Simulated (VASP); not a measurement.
# Sn (Pm-3m) in VASP: a series of runs, part 2 of 2

VASP 6.6.1. The steps go on from the part before.

## 3. Single point, r2SCAN

This run uses another cell than the first one, of 28.50 Å³/atom.

POSCAR

```
Sn
1.0
    3.0544789005      0.0000000000      0.0000000000
    0.0000000000      3.0544789005      0.0000000000
    0.0000000000      0.0000000000      3.0544789005
Sn
1
Direct
    0.0000000000      0.0000000000      0.0000000000
```

INCAR.step1

```
SYSTEM = Sn
PREC = Accurate
ENCUT = 520
ISMEAR = 1
SIGMA = 0.05
LREAL = .FALSE.
LASPH = .TRUE.
NELM = 60
NBANDS = 13
GGA = PE
ALGO = Normal
EDIFF = 1E-4
LWAVE = .TRUE.
LCHARG = .FALSE.
```

INCAR.step2

```
SYSTEM = Sn
PREC = Accurate
ENCUT = 520
EDIFF = 1E-7
ISMEAR = 1
SIGMA = 0.05
LREAL = .FALSE.
LASPH = .TRUE.
NELM = 60
ALGO = Normal
ISIF = 2
LWAVE = .FALSE.
LCHARG = .FALSE.
METAGGA = R2SCAN
LMIXTAU = .TRUE.
NBANDS = 13
ISTART = 1
```

KPOINTS

```
regular mesh
0
G
  14 14 14
  0 0 0
```

Potentials or basis: VASP PAW PBE potentials, release 64 (Sn_d).

The run is started by

```sh
$ cat potpaw_PBE.64/Sn_d/POTCAR > POTCAR
$ cp INCAR.step1 INCAR
$ mpirun -np 1 vasp_std > vasp.out
$ cp INCAR.step2 INCAR
$ mpirun -np 1 vasp_std > vasp.out
```

OUTCAR:

```text
SYSTEM = Sn
   PREC = Accurate
   ENCUT = 520
   EDIFF = 1E-7
   ISMEAR = 1
   LREAL = .FALSE.
   LASPH = .TRUE.
   NELM = 60
   ISIF = 2
   METAGGA = R2SCAN
   ISTART = 1

 ion  position               nearest neighbor table
   1  0.000  0.000  0.000-

  LATTYP: Found a simple cubic cell.
 ALAT       =     3.0544789005

  Lattice vectors:

 A1 = (   3.0544789005,   0.0000000000,   0.0000000000)
 A2 = (   0.0000000000,   3.0544789005,   0.0000000000)
 A3 = (   0.0000000000,   0.0000000000,   3.0544789005)

Analysis of symmetry for initial positions (statically):
=====================================================================
 Subroutine PRICEL returns:
 Original cell was already a primitive cell.

 Routine SETGRP: Setting up the symmetry group for a
 simple cubic supercell.

 Subroutine GETGRP returns: Found 48 space group operations
 (whereof 48 operations were pure point group operations)
 out of a pool of 48 trial point group operations.

The static configuration has the point symmetry O_h .

Analysis of symmetry for dynamics (positions and initial velocities):
=====================================================================
 Subroutine PRICEL returns:
 Original cell was already a primitive cell.

[... 161 lines left out ...]
 k-point     1 :       0.0000    0.0000    0.0000
  band No.  band energies     occupation
      1     -15.0832      2.00000
      2     -15.0832      2.00000
      3     -14.6457      2.00000
      4     -14.6457      2.00000
      5     -14.6457      2.00000
      6      -4.1171      2.00000
      7      12.9241      0.00000
      8      12.9241      0.00000
      9      12.9241      0.00000
     10      16.2946      0.00000
     11      16.2946      0.00000
     12      18.3286      0.00000
     13      28.3443      0.00000
[... 354 lines left out ...]
  band No.  band energies     occupation
      1     -14.9830      2.00000
      2     -14.7958      2.00000
      3     -14.7411      2.00000
      4     -14.7328      2.00000
      5     -14.6811      2.00000
      6      -1.2384      2.00000
      7       4.9849      2.00000
      8       9.8161      0.00000
      9      15.7829      0.00000
     10      16.1518      0.00000
     11      19.1945      0.00000
     12      22.8567      0.00000
     13      23.3862      0.00000

 [... further k-points ...]
[... 5 lines left out ...]
  --------------------------------------------------------------------------------------
  -------------------------------------------------------------------------------------
  Total       -0.0069976     -0.0069976     -0.0069976     -0.0000000      0.0000000     -0.0000000
  in kB       -0.3934138     -0.3934138     -0.3934138     -0.0000000      0.0000000     -0.0000000
  external PRESSURE =      -0.3934138 kB  Pullay stress =       0.0000000 kB

 VOLUME and BASIS-vectors are now :
 -----------------------------------------------------------------------------
  energy-cutoff  :      520.00
  volume of cell :       28.50
      direct lattice vectors                 reciprocal lattice vectors
     3.054478900  0.000000000  0.000000000     0.327388086  0.000000000  0.000000000
     0.000000000  3.054478900  0.000000000     0.000000000  0.327388086  0.000000000
     0.000000000  0.000000000  3.054478900     0.000000000  0.000000000  0.327388086

 POSITION                                       TOTAL-FORCE (eV/Angst)
 -----------------------------------------------------------------------------------
      0.00000      0.00000      0.00000         0.000000      0.000000      0.000000
 -----------------------------------------------------------------------------------
    total drift:                                0.000000     -0.000000      0.000000

  FREE ENERGIE OF THE ION-ELECTRON SYSTEM (eV)
  ---------------------------------------------------
  free  energy   TOTEN  =       -24.6079172728 eV

  energy  without entropy=      -24.6076043790  energy(sigma->0) =      -24.60781297
```

OUTCAR.step1:

```text
SYSTEM = Sn
   PREC = Accurate
   ENCUT = 520
   ISMEAR = 1
   LREAL = .FALSE.
   LASPH = .TRUE.
   NELM = 60
[... 601 lines left out ...]
 -----------------------------------------------------------------------------------
      0.00000      0.00000      0.00000         0.000000      0.000000      0.000000
 -----------------------------------------------------------------------------------
    total drift:                                0.000000     -0.000000      0.000000

  FREE ENERGIE OF THE ION-ELECTRON SYSTEM (eV)
  ---------------------------------------------------
  free  energy   TOTEN  =        -3.7706166025 eV

  energy  without entropy=       -3.7702471628  energy(sigma->0) =       -3.77049346
```

OSZICAR.step1:

```text
N       E                     dE             d eps       ncg     rms          rms(c)
DAV:   1     0.829344457932E+02    0.82934E+02   -0.72113E+03  3200   0.158E+03
DAV:   2     0.230473063839E+01   -0.80630E+02   -0.78212E+02  3330   0.345E+02
DAV:   3    -0.364588918424E+01   -0.59506E+01   -0.59279E+01  3685   0.757E+01
DAV:   4    -0.377254894684E+01   -0.12666E+00   -0.12664E+00  3583   0.118E+01
DAV:   5    -0.377694488207E+01   -0.43959E-02   -0.43959E-02  4106   0.215E+00    0.164E+00
DAV:   6    -0.377114849233E+01    0.57964E-02   -0.10665E-02  3836   0.182E+00    0.928E-01
DAV:   7    -0.377055754742E+01    0.59094E-03   -0.75855E-03  3810   0.152E+00    0.117E-01
DAV:   8    -0.377062285125E+01   -0.65304E-04   -0.10063E-03  3810   0.509E-01    0.326E-02
DAV:   9    -0.377061660249E+01    0.62488E-05   -0.22795E-05  2075   0.712E-02
   1 F= -.37706166E+01 E0= -.37704935E+01  d E =-.369440E-03
```

Run time: 1.7 min. Hardware: 1 thread of Intel Xeon 8259CL, shared host; peak memory 0.17 GiB.

What came out:

```
Free energy            : -24.6079 eV
Pressure               : 0.0 GPa
Band gap on the k mesh : zero (bands 7 and 8 overlap by 8.07 eV)
```

Caveat: the PAW data sets were made with another functional, which shifts forces and pressure a little; spin-orbit coupling is left out, which moves the levels of the heavy elements.

## 4. Single point, r2SCAN

This run uses another cell than the first one, of 28.50 Å³/atom.

POSCAR is that of step 3.

INCAR.step1

```
  PREC = Accurate
  ENCUT = 520
  ISMEAR = 1
  SIGMA = 0.05
  LREAL = False
  LASPH = True
  NELM = 60
  NBANDS = 13
  GGA = PE
  ALGO = Normal
  EDIFF = 1E-4
  LWAVE = True
  LCHARG = False
```

INCAR.step2

```
  PREC = Accurate
  ENCUT = 520
  EDIFF = 1E-6
  ISMEAR = 1
  SIGMA = 0.05
  LREAL = False
  LASPH = True
  NELM = 60
  ALGO = Normal
  ISIF = 2
  LWAVE = False
  LCHARG = False
  METAGGA = R2SCAN
  LMIXTAU = True
  NBANDS = 13
  ISTART = 1
```

KPOINTS

```
Automatic mesh
0
Gamma
  14 14 14
```

The run is started by

```sh
$ cat potpaw_PBE.64/Sn_d/POTCAR > POTCAR
$ cp INCAR.step1 INCAR
$ mpirun -np 1 vasp_std > vasp.out
$ cp INCAR.step2 INCAR
$ mpirun -np 1 vasp_std > vasp.out
```

Wall time 98 s (1 thread of Intel Xeon 8259CL, shared host); peak memory 0.17 GiB.

The run converged. Its results:

* Free energy: -24.6079 eV
* Pressure: -0.1 GPa
* Band gap on the k mesh: zero (bands 7 and 8 overlap by 8.07 eV)

Levels at points of the mesh, in eV from the Fermi level:
| k point | band 4 | band 5 | band 6 | band 7 | band 8 | band 9 | band 10 | band 11 |
| --- | --- | --- | --- | --- | --- | --- | --- | --- |
| (0.00, 0.00, 0.00) | -21.78 | -21.78 | -11.25 | 5.79 | 5.79 | 5.79 | 9.16 | 9.16 |
| (0.50, 0.00, 0.00) | -21.88 | -21.77 | -7.99 | -4.79 | 8.56 | 8.56 | 12.07 | 12.59 |
| (0.50, 0.50, 0.00) | -21.88 | -21.65 | -4.45 | -2.28 | -2.28 | 3.27 | 11.64 | 15.20 |
| (0.50, 0.50, 0.50) | -21.64 | -21.64 | -0.27 | 0.18 | 0.18 | 0.18 | 6.33 | 6.33 |

Caveat: the PAW data sets were made with another functional, which shifts forces and pressure a little; spin-orbit coupling is left out, which moves the levels of the heavy elements.

## 5. Single point, r2SCAN

This run uses another cell than the first one, of 28.78 Å³/atom.

POSCAR

```
Sn
1.0
    3.0646267455      0.0000000000      0.0000000000
    0.0000000000      3.0646267455      0.0000000000
    0.0000000000      0.0000000000      3.0646267455
Sn
1
Direct
    0.0000000000      0.0000000000      0.0000000000
```

INCAR.step1

```
PREC     = Accurate       # precision mode
ENCUT    = 520            # plane-wave cutoff, eV
ISMEAR   = 1              # smearing method
SIGMA    = 0.05           # smearing width, eV
LREAL    = F              # projectors in reciprocal space
LASPH    = T              # aspherical terms in the spheres
NELM     = 100            # most SCF steps
NBANDS   = 13             # bands
GGA      = PE             # functional
ALGO     = Normal         # electronic algorithm
EDIFF    = 1E-4           # SCF threshold, eV
LWAVE    = T              # write WAVECAR
LCHARG   = F              # write CHGCAR
```

INCAR.step2

```
PREC     = Accurate       # precision mode
ENCUT    = 520            # plane-wave cutoff, eV
EDIFF    = 1E-6           # SCF threshold, eV
ISMEAR   = 1              # smearing method
SIGMA    = 0.05           # smearing width, eV
LREAL    = F              # projectors in reciprocal space
LASPH    = T              # aspherical terms in the spheres
NELM     = 100            # most SCF steps
ALGO     = Normal         # electronic algorithm
ISIF     = 2              # what is computed and relaxed
LWAVE    = F              # write WAVECAR
LCHARG   = F              # write CHGCAR
METAGGA  = R2SCAN         # meta-GGA
LMIXTAU  = T            
NBANDS   = 13             # bands
ISTART   = 1
```

KPOINTS is that of step 4.

Potentials or basis: VASP PAW PBE potentials, release 64 (Sn_d).

The run is started by

```sh
$ cat potpaw_PBE.64/Sn_d/POTCAR > POTCAR
$ cp INCAR.step1 INCAR
$ mpirun -np 1 vasp_std > vasp.out
$ cp INCAR.step2 INCAR
$ mpirun -np 1 vasp_std > vasp.out
```

OUTCAR:

```text
PREC = Accurate
   ENCUT = 520
   EDIFF = 1E-6
   ISMEAR = 1
   LREAL = F
   LASPH = T
   NELM = 100
   ISIF = 2
   METAGGA = R2SCAN
   ISTART = 1

 ion  position               nearest neighbor table
   1  0.000  0.000  0.000-

  LATTYP: Found a simple cubic cell.
 ALAT       =     3.0646267455

  Lattice vectors:

 A1 = (   3.0646267455,   0.0000000000,   0.0000000000)
 A2 = (   0.0000000000,   3.0646267455,   0.0000000000)
[... 553 lines left out ...]
      2     -14.9061      2.00000
      3     -14.8527      2.00000
      4     -14.8452      2.00000
      5     -14.7950      2.00000
      6      -1.3124      2.00000
      7       4.8918      2.00000
      8       9.6754      0.00000
      9      15.5878      0.00000
     10      16.0023      0.00000
     11      19.0255      0.00000
     12      22.6749      0.00000
     13      23.1858      0.00000

 [... further k-points ...]
[... 5 lines left out ...]
  --------------------------------------------------------------------------------------
  -------------------------------------------------------------------------------------
  Total       -0.1003705     -0.1003705     -0.1003705     -0.0000000      0.0000000     -0.0000000
  in kB       -5.5870662     -5.5870662     -5.5870662     -0.0000000      0.0000000     -0.0000000
  external PRESSURE =      -5.5870662 kB  Pullay stress =       0.0000000 kB

 VOLUME and BASIS-vectors are now :
 -----------------------------------------------------------------------------
  energy-cutoff  :      520.00
  volume of cell :       28.78
      direct lattice vectors                 reciprocal lattice vectors
     3.064626746  0.000000000  0.000000000     0.326304011  0.000000000  0.000000000
     0.000000000  3.064626746  0.000000000     0.000000000  0.326304011  0.000000000
     0.000000000  0.000000000  3.064626746     0.000000000  0.000000000  0.326304011

 POSITION                                       TOTAL-FORCE (eV/Angst)
 -----------------------------------------------------------------------------------
      0.00000      0.00000      0.00000         0.000000      0.000000      0.000000
 -----------------------------------------------------------------------------------
    total drift:                                0.000000      0.000000      0.000000

  FREE ENERGIE OF THE ION-ELECTRON SYSTEM (eV)
  ---------------------------------------------------
  free  energy   TOTEN  =       -24.6075309709 eV

  energy  without entropy=      -24.6071363323  energy(sigma->0) =      -24.60739942
```

It took 1.7 min on 1 thread of Intel Xeon 8259CL, shared host; peak memory 0.17 GiB.

What came out:

```
Free energy            : -24.6075 eV
Pressure               : -0.6 GPa
Band gap on the k mesh : zero (bands 7 and 8 overlap by 8.00 eV)
```

Levels at points of the mesh, in eV from the Fermi level:
```csv
k point,band 3,band 4,band 5,band 6,band 7,band 8,band 9,band 10,band 11,band 12
"(0.00, 0.00, 0.00)",-21.78,-21.78,-21.78,-11.18,5.75,5.75,5.75,9.12,9.12,11.11
"(0.50, 0.00, 0.00)",-21.89,-21.87,-21.77,-7.96,-4.73,8.48,8.48,12.00,12.55,12.87
"(0.50, 0.50, 0.00)",-21.87,-21.87,-21.65,-4.47,-2.25,-2.25,3.29,11.51,15.16,15.16
"(0.50, 0.50, 0.50)",-22.02,-21.64,-21.64,-0.35,0.18,0.18,0.18,6.32,6.32,6.32
```

Caveat: the PAW data sets were made with another functional, which shifts forces and pressure a little; spin-orbit coupling is left out, which moves the levels of the heavy elements.

## 6. Summary

```tsv
cell	gap on the mesh (eV)	pressure (GPa)
a = 3.044 Å, 1 atom	none	0.5
a = 3.054 Å, 1 atom	none	-0.1
a = 3.065 Å, 1 atom	none	-0.6
```

Alike in all rows: task single point; level r2SCAN; potentials or basis VASP PAW PBE potentials, release 64 (Sn_d); no spin polarisation; k mesh 14 × 14 × 14; cutoff (eV) 520; smearing methfessel-paxton 0.05 eV.

Caveats: the PAW data sets were made with another functional, which shifts forces and pressure a little; spin-orbit coupling is left out, which moves the levels of the heavy elements.

Absolute energies hang on the potentials; compare differences alone.
